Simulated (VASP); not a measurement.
Here is a VASP 6.6.1 calculation.

The input INCAR:

```
SYSTEM = Ru
PREC     = Accurate       ! precision mode
ENCUT    = 520            ! plane-wave cutoff, eV
EDIFF    = 1E-6           ! SCF threshold, eV
ISMEAR   = -1             ! smearing method
SIGMA    = 0.15           ! smearing width, eV
LREAL    = .FALSE.        ! projectors in reciprocal space
LASPH    = .TRUE.         ! aspherical terms in the spheres
NELM     = 100            ! most SCF steps
ALGO     = Normal         ! electronic algorithm
ISIF     = 2              ! what is computed and relaxed
LWAVE    = .FALSE.        ! write WAVECAR
LCHARG   = .TRUE.         ! write CHGCAR
LELF     = .TRUE.         ! ELF
LVHAR    = .TRUE.       
NBANDS   = 21             ! bands
```

KPOINTS

```
regular mesh
0
G
  15 15 8
  0 0 0
```

Contents of POSCAR:

```
Ru
1.0
    2.6759834104      0.0000000000      0.0000000000
   -1.3379917052      2.3174696135      0.0000000000
    0.0000000000      0.0000000000      4.2262880472
Ru
2
Direct
    0.3333333333      0.6666666667      0.2500000000
    0.6666666667      0.3333333333      0.7500000000
```

Potentials or basis: VASP PAW LDA potentials, release 64 (Ru_pv).

Launch:

```sh
$ cat potpaw_LDA.64/Ru_pv/POTCAR > POTCAR
$ mpirun -np 1 vasp_std > vasp.out
```

Q: What does it give for the pressure?

A: 0.9 GPa.

Q: What does it give for the band gap on the k mesh?

A: Zero (band 14 reaches 15.03 eV, above the bottom of band 15 at 11.75 eV).
